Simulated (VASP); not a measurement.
Set up this calculation in VASP 6.6.1, as the native input.

```yaml
Task: single point
Functional: PBE
Potentials_or_basis: VASP PAW PBE potentials, release 64 (W_sv, C)
Cutoff: 520 eV
k_mesh: 10 × 10 × 10
Occupations: fermi-dirac, width 0.05 eV
Spin: no spin polarisation
Dipole_correction: no
Further_INCAR_settings: ALGO = Normal; EDIFF = 1e-07; NBANDS = 16
```

The structure of WC lies in POSCAR:

```
WC
1.0
    0.0000000000      2.2356887219      2.2356887219
    2.2356887219      0.0000000000      2.2356887219
    2.2356887219      2.2356887219      0.0000000000
W C
1 1
Direct
    0.0000000000      0.0000000000      0.0000000000
    0.5000000000      0.5000000000      0.5000000000
```

This cell differs from its parent crystal: volume scaled by 1.06.

One way to write it, as run:

INCAR

```
PREC = Accurate ; ENCUT = 520
EDIFF = 1E-7 ; ISMEAR = -1
SIGMA = 0.05 ; LREAL = F
LASPH = T ; NELM = 80
ALGO = Normal ; ISIF = 2
LWAVE = F ; LCHARG = F
GGA = PE ; NBANDS = 16
```

KPOINTS

```
regular mesh
0
Gamma
  10 10 10
```

Potentials or basis: VASP PAW PBE potentials, release 64 (W_sv, C).

Command:

```bash
$ cat potpaw_PBE.64/W_sv/POTCAR potpaw_PBE.64/C/POTCAR > POTCAR
$ mpirun -np 1 vasp_std > vasp.out
```

It gave:

* Pressure: -19.2 GPa
* Band gap on the k mesh: zero (band 9 reaches 12.46 eV, above the bottom of band 10 at 9.56 eV)

Caveat: spin-orbit coupling is left out, which moves the levels of the heavy elements.

It took 23 s on 1 thread of AMD EPYC 7R43 64-Core Processor (Zen 3) (shared host), peak memory 0.12 GiB.
